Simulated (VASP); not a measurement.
# Si2W (P2_1/m) in VASP: single point with PBEsol

Aim: the single point of Si2W with PBEsol.

Program: VASP 6.6.1. These are calculated values, not measurements. Logs are shortened: lines on timing, memory, paths and dates and some standing lists are left out, and cuts for length are marked.

**1. The cell of the first run**

Symmetry: P2_1/m, No. 11, monoclinic system. Conventional cell: a = 3.202 Å, b = 3.202 Å, c = 15.661 Å, α = 90.00°, β = 93.52°, γ = 90.00°. Si (site symmetry m) has 9 Si at 2.59 to 3.20 Å and 5 W at 2.61 Å within 3.4 Å. Si (site symmetry m) has 3 Si at 2.17 to 2.59 Å and 5 W at 2.61 to 2.79 Å within 2.9 Å. Si (site symmetry m) has 9 Si at 2.59 to 3.20 Å and 5 W at 2.61 Å within 3.4 Å. Within 3.4 Å of Si (site symmetry m) lie 9 Si at 2.59 to 3.20 Å and 5 W at 2.61 Å. Within 3.5 Å of W (site symmetry m) lie 11 Si at 2.61 to 3.44 Å and 4 W at 3.20 Å. W (site symmetry m) has 10 Si at 2.61 Å and 4 W at 3.20 Å within 3.4 Å.

**2. Single point, PBEsol (the part above a cut slid along it)**

INCAR reads:

```
SYSTEM = Si2W
ALGO = Fast
EDIFF = 1E-6
ENCUT = 520
GGA = PS
ISIF = 2
ISMEAR = 0
KPAR = 4
LASPH = .TRUE.
LCHARG = .FALSE.
LREAL = .FALSE.
LWAVE = .FALSE.
NBANDS = 56
NELM = 60
PREC = Accurate
SIGMA = 0.15
```

KPOINTS reads:

```
k-points
0
G
  15 15 3
  0 0 0
```

POSCAR reads:

```
Si2W
1.0
   -3.2024995638      0.0000000000      0.0000000000
    0.0000000000     -3.2024995638      0.0000000000
   -0.9607498691      0.0000000000     15.6314650473
Si W
8 4
Direct
    0.4123251583      0.5000000000      0.2922494723
    0.9873251583      1.0000000000      0.0422494723
    0.2623251583      0.5000000000      0.7922494723
    0.8373251583      1.0000000000      0.5422494723
    0.3626748417      0.5000000000      0.4577505277
    0.9376748417      1.0000000000      0.2077505277
    0.2126748417      0.5000000000      0.9577505277
    0.7876748417      1.0000000000      0.7077505277
   -0.2625000000      1.0000000000      0.8750000000
    0.3125000000      0.5000000000      0.6250000000
   -0.1125000000      0.0000000000      0.3750000000
    0.4625000000      0.5000000000      0.1250000000
```

Potentials or basis: VASP PAW PBE potentials, release 64 (Si, W_sv).

On the command line:

```bash
cat potpaw_PBE.64/Si/POTCAR potpaw_PBE.64/W_sv/POTCAR > POTCAR
mpirun -np 4 vasp_std > vasp.out
```

OUTCAR:

```text
SYSTEM = Si2W
   EDIFF = 1E-6
   ENCUT = 520
   GGA = PS
   ISIF = 2
   ISMEAR = 0
   LASPH = .TRUE.
   LREAL = .FALSE.
   NELM = 60
   PREC = Accurate

 ion  position               nearest neighbor table
   1  0.412  0.500  0.292-   5 2.59  11 2.61  11 2.61  11 2.61  11 2.61  12 2.61   6 2.62   6 2.62
                             6 2.62   6 2.62
   2  0.987  0.000  0.042-   7 2.17   7 2.17   6 2.59  12 2.61  12 2.61  12 2.61  12 2.61   9 2.79

   3  0.262  0.500  0.792-   7 2.59   9 2.61   9 2.61   9 2.61   9 2.61  10 2.61   8 2.62   8 2.62
                             8 2.62   8 2.62
   4  0.837  0.000  0.542-   8 2.59  10 2.61  10 2.61  10 2.61  10 2.61  11 2.61   5 2.62   5 2.62
                             5 2.62   5 2.62
   5  0.363  0.500  0.458-   1 2.59  11 2.61  11 2.61  11 2.61  11 2.61  10 2.61   4 2.62   4 2.62
                             4 2.62   4 2.62
   6  0.938  0.000  0.208-   2 2.59  12 2.61  12 2.61  12 2.61  12 2.61  11 2.61   1 2.62   1 2.62
                             1 2.62   1 2.62
   7  0.213  0.500  0.958-   2 2.17   2 2.17   3 2.59   9 2.61   9 2.61   9 2.61   9 2.61  12 2.79

   8  0.788  0.000  0.708-   4 2.59  10 2.61  10 2.61  10 2.61  10 2.61   9 2.61   3 2.62   3 2.62
                             3 2.62   3 2.62
   9  0.737  0.000  0.875-   7 2.61   7 2.61   3 2.61   3 2.61   3 2.61   3 2.61   7 2.61   7 2.61
                             8 2.61   2 2.79
  10  0.312  0.500  0.625-   4 2.61   4 2.61   8 2.61   8 2.61   4 2.61   8 2.61   4 2.61   8 2.61
                             5 2.61   3 2.61
  11  0.888  0.000  0.375-   1 2.61   1 2.61   5 2.61   5 2.61   5 2.61   5 2.61   1 2.61   1 2.61
                             4 2.61   6 2.61
  12  0.462  0.500  0.125-   6 2.61   6 2.61   2 2.61   2 2.61   2 2.61   2 2.61   6 2.61   6 2.61
                             1 2.61   7 2.79

  LATTYP: Found a simple monoclinic cell.
 ALAT       =     3.2024995638
 B/A-ratio  =     1.0000000000
 C/A-ratio  =     4.8902308892
 COS(beta)  =    -0.0613467967

  Lattice vectors:

 A1 = (  -3.2024995638,   0.0000000000,   0.0000000000)
 A2 = (   0.0000000000,   3.2024995638,   0.0000000000)
 A3 = (   0.9607498691,   0.0000000000, -15.6314650473)

Analysis of symmetry for initial positions (statically):
=====================================================================
 Subroutine PRICEL returns:
 Original cell was already a primitive cell.

 Routine SETGRP: Setting up the symmetry group for a
 simple monoclinic supercell.

 Subroutine GETGRP returns: Found  4 space group operations
 (whereof  2 operations were pure point group operations)
 out of a pool of  4 trial point group operations.

The static configuration has the point symmetry C_1h.
 The point group associated with its full space group is C_2h.

Analysis of symmetry for dynamics (positions and initial velocities):
=====================================================================
 Subroutine PRICEL returns:
 Original cell was already a primitive cell.

 Routine SETGRP: Setting up the symmetry group for a
 simple monoclinic supercell.

 Subroutine GETGRP returns: Found  4 space group operations
 (whereof  2 operations were pure point group operations)
 out of a pool of  4 trial point group operations.

The dynamic configuration has the point symmetry C_1h.
 The point group associated with its full space group is C_2h.

 Subroutine INISYM returns: Found  4 space group operations
 (whereof  2 operations are pure point group operations),
 and found     1 'primitive' translations

----------------------------------------------------------------------------------------

                                     Primitive cell

  volume of cell :     160.3164

  direct lattice vectors                    reciprocal lattice vectors
    -3.202499564  0.000000000  0.000000000    -0.312256092  0.000000000 -0.019192059
     0.000000000 -3.202499564  0.000000000     0.000000000 -0.312256092  0.000000000
    -0.960749869  0.000000000 15.631465047     0.000000000  0.000000000  0.063973530

  length of vectors
     3.202499564  3.202499564 15.660962290     0.312845333  0.312256092  0.063973530

  position of ions in fractional coordinates (direct lattice)
     0.412325158  0.500000000  0.292249472
     0.987325158  0.000000000  0.042249472
     0.262325158  0.500000000  0.792249472
[... 36 lines left out ...]
    -0.020817073  0.000000000 -0.001279471     0.066666667  0.000000000  0.000000000
     0.000000000 -0.020817073  0.000000000     0.000000000  0.066666667  0.000000000
     0.000000000  0.000000000  0.021324510     0.000000000  0.000000000  0.333333333

  Length of vectors
     0.020856356  0.020817073  0.021324510

  Shift w.r.t. Gamma in fractional coordinates (k-lattice)
     0.000000000  0.000000000  0.000000000

 Subroutine IBZKPT returns following result:
 ===========================================

 Found    184 irreducible k-points:

 Following reciprocal coordinates:
            Coordinates               Weight
  0.000000  0.000000  0.000000      1.000000
  0.066667  0.000000  0.000000      2.000000
  0.133333  0.000000  0.000000      2.000000
  0.200000  0.000000  0.000000      2.000000
  0.266667  0.000000  0.000000      2.000000
  0.333333  0.000000  0.000000      2.000000
[... 16 lines left out ...]
  0.400000  0.133333  0.000000      4.000000
  0.466667  0.133333  0.000000      4.000000
 [... further k-points ...]
   k-points           NKPTS =    184   k-points in BZ     NKDIM =    184   number of bands    NBANDS=     56
   number of dos      NEDOS =    301   number of ions     NIONS =     12
   total plane-waves  NPLWV =  69120
   dimension x,y,z NGX =    24 NGY =   24 NGZ =  120
   dimension x,y,z NGXF=    48 NGYF=   48 NGZF=  240
   ions per type =               8   4
   NGX,Y,Z   is equivalent  to a cutoff of  12.46, 12.46, 12.74 a.u.
   NGXF,Y,Z  is equivalent  to a cutoff of  24.92, 24.92, 25.48 a.u.
 SYSTEM =  Si2W
   PREC   = accura    normal or accurate (medium, high low for compatibility)
   ISTART =      0    job   : 0-new  1-cont  2-samecut
   ICHARG =      2    charge: 1-file 2-atom 10-const
   ISPIN  =      1    spin polarized calculation?
   LNONCOLLINEAR =      F non collinear calculations
   LSORBIT =      F    spin-orbit coupling
   LASPH  =      T    aspherical Exc in radial PAW
   ENCUT  =  520.0 eV  38.22 Ry    6.18 a.u.   5.95  5.95 29.12*2*pi/ulx,y,z
   NELM   =     60;   NELMIN=  2; NELMDL= -5     # of ELM steps
   EDIFF  = 0.1E-05   stopping-criterion for ELM
   LREAL  =      F    real-space projection
   EDIFFG = 0.1E-04   stopping-criterion for IOM
   NSW    =      0    number of steps for IOM
   IBRION =     -1    ionic relax: 0-MD 1-quasi-New 2-CG
   NFREE  =      0    steps in history (QN), initial steepest desc. (CG)
   ISIF   =      2    stress and relaxation
   ISYM   =      2    0-nonsym 1-usesym 2-fastsym
   POTIM  = 0.5000    time-step for ionic-motion
   TEBEG  =    0.0;   TEEND  =   0.0 temperature during run
   PSTRESS=    0.0 pullay stress
   NELECT =      88.0000    total number of electrons
   NUPDOWN=      -1.0000    fix difference up-down
   EMIN   =  10.00;   EMAX   =-10.00  energy-range for DOS
   EFERMI =   0.00;   METHOD = LEGACY
   ISMEAR =     0;   SIGMA  =   0.15  broadening in eV -4-tet -1-fermi 0-gaus
   EFERMI_NEDOS =   21; number of points for ismear=-14 and -15
   IALGO  =     68    algorithm
   IMIX   =      4    mixing-type and parameters
     AMIX     =   0.40;   BMIX     =  1.00
     AMIX_MAG =   1.60;   BMIX_MAG =  1.00
  volume/ion in A,a.u.               =      13.36        90.16
  Fermi-wavevector in a.u.,A,eV,Ry     =   1.340427  2.533039 24.446187  1.796744
  Thomas-Fermi vector in A             =   2.468741
   LORBIT       =      0    0 simple, 1 ext, 2 COOP (PROOUT), +10 PAW based schemes
   GGA     = PS    functional components
   LHFCALC =     F    Hartree Fock is set to
   AEXX    =    0.0000 exact exchange contribution
   IVDW    =     0    specifies the selected vdW correction
   LEPSILON=     F    determine dielectric tensor
   LRPA    =     F    only Hartree local field effects (RPA)
 non-spin polarized calculation
 RMM-DIIS sequential band-by-band and
 Gauss-broadening in eV      SIGMA  =   0.15
  energy-cutoff  :      520.00
  volume of cell :      160.32
 maximum number of plane-waves:      4363
   NGX = 11   NGY = 11   NGZ = 59

 number of electron      88.0000002 magnetization

 Free energy of the ion-electron system (eV)
  ---------------------------------------------------
  ext. energy  EPLUGINS =         0.00000000
  ---------------------------------------------------
  free energy    TOTEN  =      -104.36123625 eV

  energy without entropy =     -104.34091850  energy(sigma->0) =     -104.35107738

 E-fermi :  11.8571     XC(G=0): -12.6396

 val. band max:       11.8453753744   @ k =  -0.1333   0.1333   0.3333
 cond. band min:      11.8616423434   @ k =   0.4667   0.2000   0.3333
 fundamental gap:      0.0162669691
 Fermi energy:        11.8571442737

 k-point     1 :       0.0000    0.0000    0.0000
  band No.  band energies     occupation
      1     -61.8606      2.00000
      2     -61.8605      2.00000
      3     -61.8255      2.00000
      4     -61.8254      2.00000
      5     -26.1859      2.00000
      6     -26.1799      2.00000
[... 1405 lines left out ...]
     55      15.3746      0.00000
     56      15.6417      0.00000

 [... further k-points ...]

------------------------ aborting loop because EDIFF is reached ----------------------------------------

  FORCE on cell =-STRESS in cart. coord.  units (eV):
  Direction    XX          YY          ZZ          XY          YZ          ZX
  --------------------------------------------------------------------------------------
  -------------------------------------------------------------------------------------
  Total        0.8564015      6.0220853      5.3665935      0.0000000      0.0000000      8.2091426
  in kB        8.5587467     60.1838050     53.6329202      0.0000000      0.0000000     82.0409233
  external PRESSURE =      40.7918240 kB  Pullay stress =       0.0000000 kB

 VOLUME and BASIS-vectors are now :
 -----------------------------------------------------------------------------
  energy-cutoff  :      520.00
  volume of cell :      160.32
      direct lattice vectors                 reciprocal lattice vectors
    -3.202499564  0.000000000  0.000000000    -0.312256092  0.000000000 -0.019192059
     0.000000000 -3.202499564  0.000000000     0.000000000 -0.312256092  0.000000000
    -0.960749869  0.000000000 15.631465047     0.000000000  0.000000000  0.063973530

 POSITION                                       TOTAL-FORCE (eV/Angst)
 -----------------------------------------------------------------------------------
     -1.60125     -1.60125      4.56829        -0.017246      0.000000     -0.225987
     -3.20250      0.00000      0.66042         2.086701      0.000000      3.040128
     -1.60125     -1.60125     12.38402         0.013892      0.000000     -0.027318
     -3.20250      0.00000      8.47615         0.009188      0.000000     -0.046714
     -1.60125     -1.60125      7.15531        -0.009188      0.000000      0.046714
     -3.20250      0.00000      3.24745        -0.013892      0.000000      0.027318
     -1.60125     -1.60125     14.97104        -2.086701      0.000000     -3.040128
     -3.20250      0.00000     11.06318         0.017246      0.000000      0.225987
     -3.20250      0.00000     13.67753        -1.601958      0.000000     -0.451975
     -1.60125     -1.60125      9.76967         0.045618      0.000000     -0.015755
     -3.20250      0.00000      5.86180        -0.045618      0.000000      0.015755
     -1.60125     -1.60125      1.95393         1.601958      0.000000      0.451975
 -----------------------------------------------------------------------------------
    total drift:                                0.000001     -0.000000     -0.000005

  FREE ENERGIE OF THE ION-ELECTRON SYSTEM (eV)
  ---------------------------------------------------
  free  energy   TOTEN  =      -104.3612362510 eV

  energy  without entropy=     -104.3409185033  energy(sigma->0) =     -104.35107738
```

Wall time 11 min (4 MPI ranks of Oxide Virtual Turin-like, shared host); peak memory 1.1 GiB.

What came out:

| Quantity | Value |
| --- | --- |
| Free energy | -104.3612 eV |
| Pressure | 4.1 GPa |
| Largest force | 3.687 eV/Å |
| Band gap on the k mesh | zero (bands 44 and 45 overlap by 1.00 eV) |

Forces in eV/Å, atoms in the order of the input:
```
Si  -0.017  0.000 -0.226
Si   2.087  0.000  3.040
Si   0.014  0.000 -0.027
Si   0.009  0.000 -0.047
Si  -0.009  0.000  0.047
Si  -0.014  0.000  0.027
Si  -2.087  0.000 -3.040
Si   0.017  0.000  0.226
W   -1.602  0.000 -0.452
W    0.046  0.000 -0.016
W   -0.046  0.000  0.016
W    1.602  0.000  0.452
```

Levels at points of the mesh, in eV from the Fermi level:
```tsv
k point	band 41	band 42	band 43	band 44	band 45	band 46	band 47	band 48
(0.00, 0.00, 0.00)	-0.40	-0.08	0.69	0.75	0.77	0.85	0.89	1.49
```

Caveat: the cell differs from its parent crystal (the part above a cut slid along it); the stress differs along the axes, from 1 to 6 GPa; the PAW data sets were made with another functional, which shifts forces and pressure a little; spin-orbit coupling is left out, which moves the levels of the heavy elements.
